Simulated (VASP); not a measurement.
Set up this calculation in VASP 6.6.1, as the native input.

```yaml
Task: single point
Functional: PBE
Potentials_or_basis: VASP PAW PBE potentials, release 64 (W_sv, S)
Cutoff: 520 eV
k_mesh: 10 × 10 × 3
Occupations: fermi-dirac, width 0.05 eV
Spin: no spin polarisation
Dipole_correction: no
Further_INCAR_settings: ALGO = Normal; EDIFF = 1e-07; NBANDS = 35
```

The structure of WS2 (Tungstenite) lies in POSCAR:

```
WS2
1.0
    3.2423687753      0.0000000000      0.0000000000
   -1.6211843877      2.8079737278      0.0000000000
    0.0000000000      0.0000000000     12.7451602803
W S
2 4
Direct
    0.6666666667      0.3333333333      0.7500000000
    0.3333333333      0.6666666667      0.2500000000
    0.6666666667      0.3333333333      0.3750000000
    0.3333333333      0.6666666667      0.8750000000
    0.6666666667      0.3333333333      0.1250000000
    0.3333333333      0.6666666667      0.6250000000
```

One way to write it, as run:

INCAR

```
SYSTEM = WS2
PREC = Accurate ; ENCUT = 520
EDIFF = 1E-7 ; ISMEAR = -1
SIGMA = 0.05 ; LREAL = .False.
LASPH = .True. ; NELM = 60
ALGO = Normal ; ISIF = 2
LWAVE = .False. ; LCHARG = .True.
GGA = PE ; LELF = .True.
LVHAR = .True. ; NBANDS = 35
```

KPOINTS

```
regular mesh
0
Gamma
  10 10 3
  0 0 0
```

Potentials or basis: VASP PAW PBE potentials, release 64 (W_sv, S).

Launch:

```sh
$ cat potpaw_PBE.64/W_sv/POTCAR potpaw_PBE.64/S/POTCAR > POTCAR
$ mpirun -np 1 vasp_std > vasp.out
```

Results of the run:

```
Pressure               : -6.2 GPa
Largest force          : 0.811 eV/Å
Band gap on the k mesh : 1.18 eV, indirect (least direct gap 1.93 eV)
```

Caveat: spin-orbit coupling is left out, which moves the levels of the heavy elements; this functional lacks dispersion, which binds the layers, so the pressure and a relaxed spacing across them are unreliable.

It took 61 s on 1 thread of Intel(R) Xeon(R) 6975P-C (Granite Rapids), on a shared host, peak memory 0.28 GiB.
